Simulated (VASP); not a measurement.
Write the native input for VASP 6.6.1 that does the following.

```yaml
Task: single point
Functional: RPBE
Potentials_or_basis: VASP PAW PBE potentials, release 64 (Co, Si)
Cutoff: 520 eV
k_mesh: 9 × 9 × 9
Occupations: gaussian, width 0.01 eV
Spin: collinear spin, ferrimagnetic start
Starting_moments: "[2.0, -1.0, 0.0, 0.0] μB"
Hubbard_terms: Co d U = 6.0 eV
Dipole_correction: no
Further_INCAR_settings: ALGO = Normal; EDIFF = 1e-07; NBANDS = 25
```

The structure of CoSi lies in POSCAR:

```
CoSi
1.0
    0.0000000000      2.8466732545      2.8466732545
    2.8466732545      0.0000000000      2.8466732545
    2.8466732545      2.8466732545      0.0000000000
Co Si
2 2
Direct
    0.0000000000      0.0000000000      0.0000000000
    0.5000000000      0.5000000000      0.5000000000
    0.2500000000      0.2500000000      0.2500000000
    0.7500000000      0.7500000000      0.7500000000
```

One way to write it, as run:

INCAR

```
ALGO     = Normal         # electronic algorithm
EDIFF    = 1E-7           # SCF threshold, eV
ENCUT    = 520            # plane-wave cutoff, eV
GGA      = RP             # functional
ISIF     = 2              # what is computed and relaxed
ISMEAR   = 0              # smearing method
ISPIN    = 2              # spin polarisation
LASPH    = T              # aspherical terms in the spheres
LCHARG   = T              # write CHGCAR
LDAU     = T              # DFT+U
LDAUJ    = 0 0          
LDAUL    = 2 -1           # shell
LDAUPRINT= 1            
LDAUTYPE = 2            
LDAUU    = 6 0            # U, eV
LELF     = T              # ELF
LMAXMIX  = 4              # l up to which the mixer works
LORBIT   = 11             # projections on sites
LREAL    = F              # projectors in reciprocal space
LVHAR    = T            
LWAVE    = F              # write WAVECAR
MAGMOM   = 2 -1 0 0       # initial moments
NBANDS   = 25             # bands
NELM     = 150            # most SCF steps
PREC     = Accurate       # precision mode
SIGMA    = 0.01           # smearing width, eV
```

KPOINTS

```
k-points
0
Gamma
  9 9 9
```

Potentials or basis: VASP PAW PBE potentials, release 64 (Co, Si).

The run is started by

```console
$ cat potpaw_PBE.64/Co/POTCAR potpaw_PBE.64/Si/POTCAR > POTCAR
$ mpirun -np 1 vasp_std > vasp.out
```

Results of the run:

| Quantity | Value |
| --- | --- |
| Pressure | -6.9 GPa |
| Net moment | 2.11 μB per cell |
| Site moments | Co +1.26; Si -0.00 μB |
| Valence electrons inside the program's atomic spheres | Co 8.58; Si 1.53 |

Caveat: the cell stands under tension; the PAW data sets were made with another functional, which shifts forces and pressure a little; the U is typed as a test and isn't derived for this compound.

It took 5.7 min on 1 thread of AMD EPYC 7R13 Processor (Zen 3) (shared host), peak memory 0.2 GiB.
